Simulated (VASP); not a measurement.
Set up this calculation in VASP 6.6.1, as the native input.

```
Task                   : single point
Functional             : r2SCAN
Dispersion             : D3(BJ)
Potentials or basis    : VASP PAW PBE potentials, release 64 (Pt, Se)
Cutoff                 : 520 eV
k mesh                 : 10 × 10 × 8
Occupations            : gaussian, width 0.05 eV
Spin                   : collinear spin
Starting moments       : [0.05, 0.0, 0.0] μB
Dipole correction      : no
Further INCAR settings : ALGO = Normal; EDIFF = 1e-07; NBANDS = 22
```

Crystal: PtSe2.

```
Pt Se
1.0
     3.72318    0.00000    0.00000
    -1.86159    3.22437    0.00000
     0.00000    0.00000    5.47351
Pt Se
1 2
Direct
  0.00000 0.00000 0.00000
  0.33333 0.66667 0.23842
  0.66667 0.33333 0.76158
```

These files were run (other wordings do the same):

POSCAR

```
PtSe2
1.0
    3.7231818652      0.0000000000      0.0000000000
   -1.8615909326      3.2243700781      0.0000000000
    0.0000000000      0.0000000000      5.4735087996
Pt Se
1 2
Direct
    0.0000000000      0.0000000000      0.0000000000
    0.3333333333      0.6666666667      0.2384163746
    0.6666666667      0.3333333333      0.7615836254
```

INCAR.step1

```
SYSTEM = PtSe2
PREC = Accurate
ENCUT = 520
ISMEAR = 0
SIGMA = 0.05
LREAL = .FALSE.
LASPH = .TRUE.
NELM = 150
ISPIN = 2
MAGMOM = 0.05 0 0
LMAXMIX = 4
NBANDS = 22
GGA = PE
ALGO = Normal
EDIFF = 1E-4
LWAVE = .TRUE.
LCHARG = .FALSE.
```

INCAR.step2

```
SYSTEM = PtSe2
PREC = Accurate
ENCUT = 520
EDIFF = 1E-7
ISMEAR = 0
SIGMA = 0.05
LREAL = .FALSE.
LASPH = .TRUE.
NELM = 150
ALGO = Normal
ISIF = 2
LWAVE = .FALSE.
LCHARG = .FALSE.
ISPIN = 2
MAGMOM = 0.05 0 0
LORBIT = 11
LMAXMIX = 4
METAGGA = R2SCAN
LMIXTAU = .TRUE.
IVDW = 12
VDW_S6 = 1.0
VDW_S8 = 0.78981345
VDW_A1 = 0.49484001
VDW_A2 = 5.73083694
NBANDS = 22
ISTART = 1
```

KPOINTS

```
Automatic mesh
0
G
  10 10 8
  0 0 0
```

Potentials or basis: VASP PAW PBE potentials, release 64 (Pt, Se).

Command:

```bash
$ cat potpaw_PBE.64/Pt/POTCAR potpaw_PBE.64/Se/POTCAR > POTCAR
$ cp INCAR.step1 INCAR
$ mpirun -np 1 vasp_std > vasp.out
$ cp INCAR.step2 INCAR
$ mpirun -np 1 vasp_std > vasp.out
```

Results of the run:

* Pressure: -0.7 GPa
* Band gap on the k mesh: 0.22 eV (least direct gap 0.83 eV)
* Net moment: 0.00 μB per cell
* Valence electrons inside the program's atomic spheres: Pt 9.35; Se 3.83
* Dispersion energy per atom: -0.206 eV

Caveat: the PAW data sets were made with another functional, which shifts forces and pressure a little; spin-orbit coupling is left out, which moves the levels of the heavy elements.

Run time: 6.3 min on 1 thread of Intel(R) Xeon(R) 6975P-C (Granite Rapids) (shared host), peak memory 0.37 GiB.
